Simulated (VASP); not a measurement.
A run of VASP 6.6.1 is set up as follows.

File INCAR:

```
SYSTEM = NbAs
PREC = Accurate
ENCUT = 520
EDIFF = 1E-6
ISMEAR = 0
SIGMA = 0.05
LREAL = .FALSE.
LASPH = .TRUE.
NELM = 100
ALGO = Normal
ISIF = 2
LWAVE = .FALSE.
LCHARG = .FALSE.
GGA = PE
NBANDS = 16
```

KPOINTS

```
regular mesh
0
G
  12 12 12
  0 0 0
```

POSCAR

```
NbAs
1.0
   -0.0144442369      2.6342088976      2.6068246942
    2.6424859700     -0.0033094701      2.5956899274
    2.6346801724      2.6152683332      0.0044963275
Nb As
1 1
Direct
    0.4935909738      0.5047003359      0.4890380215
    0.0064090262     -0.0047003359      0.0109619785
```

Potentials or basis: VASP PAW PBE potentials, release 64 (Nb_sv, As).

Launch:

```console
$ cat potpaw_PBE.64/Nb_sv/POTCAR potpaw_PBE.64/As/POTCAR > POTCAR
$ mpirun -np 1 vasp_std > vasp.out
```

**Question.** What does it give for the pressure?

**Answer.** 3.0 GPa.

**Question.** Estimate the largest force.

**Answer.** 0.682 eV/Å.

**Question.** What does it give for the band gap on the k mesh?

**Answer.** Zero (bands 9 and 10 overlap by 1.86 eV).

Forces on the atoms (eV/Å):
```
Nb   0.189  0.651  0.080
As  -0.189 -0.651 -0.080
```

Caveat: the cell differs from its parent crystal (atoms moved at random and the cell strained at random); the cell stands under pressure.
